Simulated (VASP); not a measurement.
BN (Qingsongite): single point with PBE

Crystal: BN (Qingsongite).

```
B N
1.0
     0.00000    1.80750    1.80750
     1.80750    0.00000    1.80750
     1.80750    1.80750    0.00000
B N
1 1
Direct
  0.00000 0.00000 0.00000
  0.25000 0.25000 0.25000
```

```
Program             : VASP 6.6.1
Task                : single point
Functional          : PBE
Potentials or basis : VASP PAW PBE potentials, release 64 (B, N)
Cutoff              : 520 eV
k mesh              : 14 × 14 × 14
Occupations         : fermi-dirac, width 0.02 eV
Spin                : no spin polarisation
```

```json
{"Pressure": "3.3 GPa", "Band gap on the k mesh": "4.46 eV, indirect (least direct gap 8.82 eV)"}
```

Levels at points of the mesh, in eV from the valence-band top:
```tsv
k point	band 1	band 2	band 3	band 4	band 5	band 6	band 7	band 8
(0.00, 0.00, 0.00)	-20.23	0.00	0.00	0.00	8.82	8.82	8.82	10.35
(0.50, 0.00, 0.00)	-16.01	-10.69	-1.94	-1.94	10.15	10.71	10.71	15.26
(0.50, 0.50, 0.00)	-14.65	-8.92	-4.90	-4.90	4.46	9.23	17.92	17.92
```

Wall time 10 s on 1 thread of Intel(R) Xeon(R) Platinum 8259CL CPU @ 2.50GHz (Skylake/Cascade Lake) (shared host), peak memory 0.12 GiB.

A k mesh can miss the band edges. As with any semilocal functional, this PBE gap is likely too small.
